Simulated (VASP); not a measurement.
A run of VASP 6.6.1 is set up as follows.

INCAR

```
SYSTEM = KI
  ALGO = Normal
  EDIFF = 1E-6
  ENCUT = 520
  GGA = PS
  ISIF = 2
  ISMEAR = 0
  LASPH = .True.
  LCHARG = .False.
  LREAL = .False.
  LWAVE = .False.
  NBANDS = 15
  NELM = 80
  PREC = Accurate
  SIGMA = 0.05
```

Contents of KPOINTS:

```
k-points
0
Gamma
  6 6 6
  0 0 0
```

Contents of POSCAR:

```
KI
1.0
    4.6344923928      0.0000000000      0.0000000000
    0.0000000000      4.6344923928      0.0000000000
    0.0000000000      0.0000000000      4.6344923928
K I
1 1
Direct
    0.0000000000      0.0000000000      0.0000000000
    0.5000000000      0.5000000000      0.5000000000
```

Potentials or basis: VASP PAW PBE potentials, release 64 (K_sv, I).

Launch:

```sh
$ cat potpaw_PBE.64/K_sv/POTCAR potpaw_PBE.64/I/POTCAR > POTCAR
$ mpirun -np 1 vasp_std > vasp.out
```

Estimate the pressure.

-2.0 GPa.

What does it give for the band gap on the k mesh?

2.76 eV, indirect (least direct gap 3.01 eV).

Caveat: the cell differs from its parent crystal (strain +0.080 along x and y, +0.080 along z); the PAW data sets were made with another functional, which shifts forces and pressure a little; spin-orbit coupling is left out, which moves the levels of the heavy elements. A k mesh can miss the band edges.
